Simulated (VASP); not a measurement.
# PtS2 in VASP: notebook, part 2 of 2

VASP 6.6.1. Earlier steps stand in the parts before.

## Step 3: Single point, PBE+D3(BJ)

File INCAR:

```
SYSTEM = PtS2
ALGO = Normal
DIPOL = 0.5 0.5 0.376
EDIFF = 1E-6
ENCUT = 520
GGA = PE
IDIPOL = 3
ISIF = 2
ISMEAR = 0
IVDW = 12
LASPH = .TRUE.
LCHARG = .TRUE.
LDIPOL = .TRUE.
LELF = .TRUE.
LREAL = .FALSE.
LVACPOTAV = .TRUE.
LVHAR = .TRUE.
LWAVE = .FALSE.
NBANDS = 31
NELM = 80
PREC = Accurate
SIGMA = 0.05
```

File KPOINTS:

```
k-points
0
G
  9 9 1
  0 0 0
```

File POSCAR:

```
PtS2
1.0
    3.5415278079      0.0000000000      0.0000000000
   -1.7707639039      3.0670530498      0.0000000000
    0.0000000000      0.0000000000     22.4670615492
S Pt
4 2
Direct
    0.6666666667      0.3333333333      0.2002932155
    0.3333333333      0.6666666667      0.3108341854
    1.0000000000      0.0000000000      0.4416924195
    1.3333333333     -0.3333333333      0.5522333894
    0.0000000000      0.0000000000      0.2555637004
    1.6666666667      0.3333333333      0.4969629044
```

Potentials or basis: VASP PAW PBE potentials, release 64 (S, Pt).

Launch:

```bash
> cat potpaw_PBE.64/S/POTCAR potpaw_PBE.64/Pt/POTCAR > POTCAR
> mpirun -np 1 vasp_std > vasp.out
```

OUTCAR:

```text
SYSTEM = PtS2
   EDIFF = 1E-6
   ENCUT = 520
   GGA = PE
   ISIF = 2
   ISMEAR = 0
   IVDW = 12
   LASPH = .TRUE.
   LREAL = .FALSE.
   NELM = 80
   PREC = Accurate
 IVDW          = 12

 ion  position               nearest neighbor table
   1  0.667  0.333  0.200-   5 2.39   5 2.39   5 2.39
   2  0.333  0.667  0.311-   5 2.39   5 2.39   5 2.39
   3  0.000  0.000  0.442-   6 2.39   6 2.39   6 2.39
   4  0.333  0.667  0.552-   6 2.39   6 2.39   6 2.39
   5  0.000  0.000  0.256-   1 2.39   1 2.39   1 2.39   2 2.39   2 2.39   2 2.39
   6  0.667  0.333  0.497-   3 2.39   3 2.39   3 2.39   4 2.39   4 2.39   4 2.39

  LATTYP: Found a hexagonal cell.
 ALAT       =     3.5415278079
 C/A-ratio  =     6.3438896340

  Lattice vectors:

 A1 = (   3.5415278079,   0.0000000000,   0.0000000000)
 A2 = (  -1.7707639039,   3.0670530498,   0.0000000000)
 A3 = (   0.0000000000,   0.0000000000,  22.4670615492)

Analysis of symmetry for initial positions (statically):
=====================================================================
 Subroutine PRICEL returns:
 Original cell was already a primitive cell.

 Routine SETGRP: Setting up the symmetry group for a
 hexagonal supercell.

 Subroutine GETGRP returns: Found  6 space group operations
 (whereof  6 operations were pure point group operations)
 out of a pool of 24 trial point group operations.

The static configuration has the point symmetry C_3v.

Analysis of symmetry for dynamics (positions and initial velocities):
=====================================================================
 Subroutine PRICEL returns:
 Original cell was already a primitive cell.

 Routine SETGRP: Setting up the symmetry group for a
 hexagonal supercell.

 Subroutine GETGRP returns: Found  6 space group operations
 (whereof  6 operations were pure point group operations)
 out of a pool of 24 trial point group operations.

The dynamic configuration has the point symmetry C_3v.

 Subroutine INISYM returns: Found  6 space group operations
 (whereof  6 operations are pure point group operations),
[... 118 lines left out ...]
   AEXX    =    0.0000 exact exchange contribution
   IVDW    =    12    specifies the selected vdW correction
   LEPSILON=     F    determine dielectric tensor
   LRPA    =     F    only Hartree local field effects (RPA)
 non-spin polarized calculation
 Gauss-broadening in eV      SIGMA  =   0.05
  energy-cutoff  :      520.00
  volume of cell :      244.04
 maximum number of plane-waves:      6671
 NGX is ok and might be reduce to    28
   NGX = 13   NGY = 13   NGZ = 83

 dipolmoment           0.000000      0.000000     -0.000000 electrons x Angstroem

 number of electron      44.0000001 magnetization

 dipolmoment           0.000000      0.000000      0.005204 electrons x Angstroem

 Free energy of the ion-electron system (eV)
  ---------------------------------------------------
  ext. energy  EPLUGINS =         0.00000000
  ---------------------------------------------------
  free energy    TOTEN  =       -30.87522583 eV

  energy without entropy =      -30.87522583  energy(sigma->0) =      -30.87522583

 E-fermi :  -0.1544     XC(G=0):  -5.3931

 val. band max:       -0.4423391230   @ k =   0.1111  -0.0000   0.0000
 cond. band min:       0.8501973287   @ k =   0.2222   0.0000   0.0000
 fundamental gap:      1.2925364517
 Fermi energy:        -0.1544356148

 k-point     1 :       0.0000    0.0000    0.0000
  band No.  band energies     occupation
      1     -14.9730      2.00000
      2     -14.8363      2.00000
      3     -12.8306      2.00000
      4     -12.5815      2.00000
      5      -6.4337      2.00000
      6      -6.4337      2.00000
[... 397 lines left out ...]
     30       7.9114      0.00000
     31       8.0648      0.00000

------------------------ aborting loop because EDIFF is reached ----------------------------------------

 Edisp (eV)   -1.98877

 E8    (eV) :    -0.8244

  FORCE on cell =-STRESS in cart. coord.  units (eV):
  Direction    XX          YY          ZZ          XY          YZ          ZX
  --------------------------------------------------------------------------------------
  -------------------------------------------------------------------------------------
  Total      -0.40849    -0.40849    -0.79899    -0.00000     0.00000    -0.00000
  in kB      -2.68182    -2.68182    -5.24558    -0.00000     0.00000    -0.00000
  external pressure =       -3.54 kB  Pullay stress =        0.00 kB

 VOLUME and BASIS-vectors are now :
 -----------------------------------------------------------------------------
  energy-cutoff  :      520.00
  volume of cell :      244.04
      direct lattice vectors                 reciprocal lattice vectors
     3.541527808  0.000000000  0.000000000     0.282364012  0.163022938  0.000000000
    -1.770763904  3.067053050  0.000000000     0.000000000  0.326045877  0.000000000
     0.000000000  0.000000000 22.467061549     0.000000000  0.000000000  0.044509603

 POSITION                                       TOTAL-FORCE (eV/Angst)
 -----------------------------------------------------------------------------------
      1.77076      1.02235      4.50000         0.000000     -0.000000      0.035057
     -0.00000      2.04470      6.98353         0.000000     -0.000000     -0.026301
      0.00000      0.00000      9.92353         0.000000     -0.000000      0.057137
     -0.00000      2.04470     12.40706        -0.000000      0.000000     -0.028524
      0.00000      0.00000      5.74177        -0.000000     -0.000000      0.091596
      1.77076      1.02235     11.16530        -0.000000      0.000000     -0.128964
 -----------------------------------------------------------------------------------
    total drift:                                0.000000      0.000000      0.000217

  FREE ENERGIE OF THE ION-ELECTRON SYSTEM (eV)
  ---------------------------------------------------
  free  energy   TOTEN  =       -32.8639915679 eV

  energy  without entropy=      -32.8639915679  energy(sigma->0) =      -32.86399157

 vacuum level on the upper side and lower side of the slab         5.530         5.444
```

OSZICAR:

```text
N       E                     dE             d eps       ncg     rms          rms(c)
DAV:   1     0.308390733419E+03    0.30839E+03   -0.18046E+04   744   0.117E+03
DAV:   2    -0.347591077336E+01   -0.31187E+03   -0.29513E+03   945   0.226E+02
DAV:   3    -0.327337253326E+02   -0.29258E+02   -0.28604E+02   915   0.736E+01
[... 11 lines left out ...]
DAV:  15    -0.308752350082E+02    0.48360E-04   -0.88363E-05   922   0.378E-02    0.106E-01
DAV:  16    -0.308752238625E+02    0.11146E-04   -0.25527E-05   906   0.204E-02    0.474E-02
DAV:  17    -0.308752252571E+02   -0.13946E-05   -0.17681E-06   643   0.824E-03    0.461E-02
DAV:  18    -0.308752254494E+02   -0.19228E-06   -0.14303E-05   884   0.151E-02    0.470E-03
DAV:  19    -0.308752258300E+02   -0.38062E-06   -0.38100E-07   624   0.331E-03
   1 F= -.32863992E+02 E0= -.32863992E+02  d E =-.116280E-16
```

stdout:

```text
POSCAR found type information on POSCAR S Pt
 POSCAR found :  2 types and       6 ions
 scaLAPACK will be used
 LDA part: xc-table for (Slater+PW92), standard interpolation
 POSCAR, INCAR and KPOINTS ok, starting setup
 FFT: planning ... GRIDC
 FFT: planning ... GRID_SOFT
 FFT: planning ... GRID
 WAVECAR not read
 entering main loop
 -----------------------------------------------------------------------------
|                                                                             |
|           W    W    AA    RRRRR   N    N  II  N    N   GGGG   !!!           |
|           W    W   A  A   R    R  NN   N  II  NN   N  G    G  !!!           |
|           W    W  A    A  R    R  N N  N  II  N N  N  G       !!!           |
|           W WW W  AAAAAA  RRRRR   N  N N  II  N  N N  G  GGG   !            |
|           WW  WW  A    A  R   R   N   NN  II  N   NN  G    G                |
|           W    W  A    A  R    R  N    N  II  N    N   GGGG   !!!           |
|                                                                             |
|     Did not find any points to average over, which means that no vacuum     |
|     field-free region was found. Please increase the size of  your cell     |
|     in the dimension of the dipole correction to obtain accurate            |
|     workfunction values.                                                    |
|                                                                             |
 -----------------------------------------------------------------------------
```

Run time: 92 s. Hardware: 1 thread of AMD EPYC 9R45 (Zen 5), shared host; peak memory 0.35 GiB.

Results:

| Item | Value |
| --- | --- |
| Free energy | -32.8640 eV |
| Largest force | 0.129 eV/Å |
| Band gap on the k mesh | 1.29 eV (least direct gap 1.47 eV) |
| Dispersion energy per atom | -0.331 eV |

Forces in eV/Å, atoms in the order of the input:
```
S    0.000  0.000  0.035
S    0.000  0.000 -0.026
S    0.000  0.000  0.057
S    0.000  0.000 -0.029
Pt   0.000  0.000  0.092
Pt   0.000  0.000 -0.129
```

Caveat: spin-orbit coupling is left out, which moves the levels of the heavy elements.
